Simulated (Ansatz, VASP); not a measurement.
## Nb: VASP beside Ansatz

```
Nb
1.0
    -1.61403    1.61403    1.61403
     1.61403   -1.61403    1.61403
     1.61403    1.61403   -1.61403
Nb
1
Cartesian
  0.0000 0.0000 0.0000
```

Change from the starting cell: strain -0.030 along x and y, -0.030 along z, atoms carried along.

Alike in both runs: task single point; functional PBE; k mesh 20 × 20 × 20; occupations gaussian, width 0.15 eV; no spin polarisation.

|  | VASP | Ansatz |
| --- | --- | --- |
| version | VASP 6.6.1 | Ansatz 0.2.0 |
| potentials or method | VASP PAW PBE potentials, release 64 (Nb_sv), cutoff 520 eV | scalar-relativistic, plane waves, PAW |
| valence electrons in the cell | 13 | 13 |

|  | VASP | Ansatz | Ansatz less VASP |
| --- | --- | --- | --- |
| gap on the k mesh at the Fermi level (eV) | none | none | - |
| pressure (GPa) | 14.3 | 14.7 | +0.38 |

A gap of «none» marks a metal or a gap that the smearing closes. With one functional, cell and mesh, what is left measures potentials, basis and numerics.
